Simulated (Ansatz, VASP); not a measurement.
**Two plane-wave programs on CuI**

POSCAR

```
CuI
1.0
    0.0000000000      2.8561103336      2.8561103336
    2.8561103336      0.0000000000      2.8561103336
    2.8561103336      2.8561103336      0.0000000000
Cu I
1 1
Direct
    0.0000000000      0.0000000000      0.0000000000
    0.5000000000      0.5000000000      0.5000000000
```

File INCAR.step1:

```
SYSTEM = CuI
ALGO     = Normal         ! electronic algorithm
EDIFF    = 1E-5           ! SCF threshold, eV
ENCUT    = 520            ! plane-wave cutoff, eV
GGA      = PE             ! functional
ISIF     = 2              ! what is computed and relaxed
ISMEAR   = -1             ! smearing method
LASPH    = .True.         ! aspherical terms in the spheres
LCHARG   = .False.        ! write CHGCAR
LREAL    = .False.        ! projectors in reciprocal space
LWAVE    = .True.         ! write WAVECAR
NBANDS   = 16             ! bands
NELM     = 100            ! most SCF steps
PREC     = Accurate       ! precision mode
SIGMA    = 0.02           ! smearing width, eV
```

Contents of INCAR.step2:

```
SYSTEM = CuI
AEXX     = 0.1            ! exact-exchange fraction
ALGO     = Normal         ! electronic algorithm
EDIFF    = 1E-7           ! SCF threshold, eV
ENCUT    = 520            ! plane-wave cutoff, eV
GGA      = PE             ! functional
HFSCREEN = 0.3            ! screening, 1/A
ISIF     = 2              ! what is computed and relaxed
ISMEAR   = -1             ! smearing method
ISTART   = 1            
LASPH    = .True.         ! aspherical terms in the spheres
LCHARG   = .False.        ! write CHGCAR
LHFCALC  = .True.         ! exact exchange
LREAL    = .False.        ! projectors in reciprocal space
LWAVE    = .False.        ! write WAVECAR
NBANDS   = 16             ! bands
NELM     = 100            ! most SCF steps
PREC     = Accurate       ! precision mode
PRECFOCK = Normal       
SIGMA    = 0.02           ! smearing width, eV
```

KPOINTS

```
k-points
0
Gamma
  4 4 4
  0 0 0
```

Input for Ansatz:

```yaml
crystal:
  lattice:
    - [0.0, 2.8561103336, 2.8561103336]
    - [2.8561103336, 0.0, 2.8561103336]
    - [2.8561103336, 2.8561103336, 0.0]
  atoms:
    - { symbol: Cu, position: [0.0, 0.0, 0.0] }
    - { symbol: I, position: [0.5, 0.5, 0.5] }
kpoints:
  mp_grid: { grid: [4, 4, 4] }
hamiltonian:
  xc: { exchange: pbe, correlation: pbe, exx: { coeff: 0.1, omega: 0.3 } }
scf:
  occupations: { method: fermi_dirac, width: 0.02 }
  n_extra_bands: 4
output:
  forces: true
  stress: true
  eigenvalues: true
```

Alike in both runs: task single point; functional PBE-based screened hybrid; k mesh 4 × 4 × 4; occupations fermi-dirac, width 0.02 eV; no spin polarisation.

```csv
,VASP,Ansatz
version,VASP 6.6.1,Ansatz 0.2.0
potentials or method,"VASP PAW PBE potentials, release 64 (Cu, I)",plane waves
plane-wave cutoff (eV),520,420
valence electrons in the cell,18,36
```

|  | VASP | Ansatz | Ansatz less VASP |
| --- | --- | --- | --- |
| pressure (GPa) | 1.0 | 1.1 | +0.12 |

VASP's potentials were made for PBE, not for PBE-based screened hybrid. With one functional, cell and mesh, what is left measures potentials, basis and numerics. VASP's potentials hold 18 valence electrons a cell and Ansatz's 36, so a difference there can come from the potentials and not from the codes. Ansatz's warnings: filled band counts differ across k points, stress exchange threshold loose, stress scf threshold loose.

The k mesh is coarse, so the values compare programs but aren't converged. Neither program's run includes spin-orbit coupling.
